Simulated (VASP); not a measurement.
Wanted: the native input for a VASP 6.6.1 run.

| Quantity | Value |
| --- | --- |
| Task | single point |
| Functional | r2SCAN |
| Potentials or basis | VASP PAW PBE potentials, release 64 (Sr_sv, Te) |
| Cutoff | 550 eV |
| k mesh | 6 × 6 × 6 |
| Occupations | gaussian, width 0.01 eV |
| Spin | no spin polarisation |
| Dipole correction | no |
| Further INCAR settings | ALGO = Normal; EDIFF = 1e-06; NBANDS = 15 |

SrTe:

```
Sr Te
1.0
     0.02515    3.35276    3.35276
     3.35276    0.02515    3.35276
     3.37790    3.37790    0.00000
Sr Te
1 1
Direct
  0.00000 0.00000 0.00000
  0.50000 0.50000 0.50000
```

This cell differs from its parent crystal: shear xy strain +1.5%.

One way to write it, as run:

POSCAR

```
SrTe
1.0
    0.0251456865      3.3527582055      3.3527582055
    3.3527582055      0.0251456865      3.3527582055
    3.3779038920      3.3779038920      0.0000000000
Sr Te
1 1
Direct
    0.0000000000      0.0000000000      0.0000000000
    0.5000000000      0.5000000000      0.5000000000
```

INCAR.step1

```
ALGO = Normal
EDIFF = 1E-5
ENCUT = 550
GGA = PE
GGA_COMPAT = F
ISMEAR = 0
LASPH = T
LCHARG = F
LREAL = F
LWAVE = T
NBANDS = 15
NELM = 120
PREC = Accurate
SIGMA = 0.01
```

INCAR.step2

```
ALGO = Normal
EDIFF = 1E-6
ENCUT = 550
GGA_COMPAT = F
ISIF = 2
ISMEAR = 0
ISTART = 1
LASPH = T
LCHARG = F
LMIXTAU = T
LREAL = F
LWAVE = F
METAGGA = R2SCAN
NBANDS = 15
NELM = 120
PREC = Accurate
SIGMA = 0.01
```

KPOINTS

```
k-points
0
Gamma
  6 6 6
```

Potentials or basis: VASP PAW PBE potentials, release 64 (Sr_sv, Te).

Command:

```bash
$ cat potpaw_PBE.64/Sr_sv/POTCAR potpaw_PBE.64/Te/POTCAR > POTCAR
$ cp INCAR.step1 INCAR
$ mpirun -np 1 vasp_std > vasp.out
$ cp INCAR.step2 INCAR
$ mpirun -np 1 vasp_std > vasp.out
```

Results of the run:

The pressure is 0.1 GPa. The band gap on the k mesh is 2.10 eV, indirect (least direct gap 2.84 eV).

Caveat: the cell differs from its parent crystal (shear xy strain +1.5%); the PAW data sets were made with another functional, which shifts forces and pressure a little; spin-orbit coupling is left out, which moves the levels of the heavy elements.

Run time: 5.1 min on 1 thread of AMD EPYC 7R13, on a shared host, peak memory 0.23 GiB.
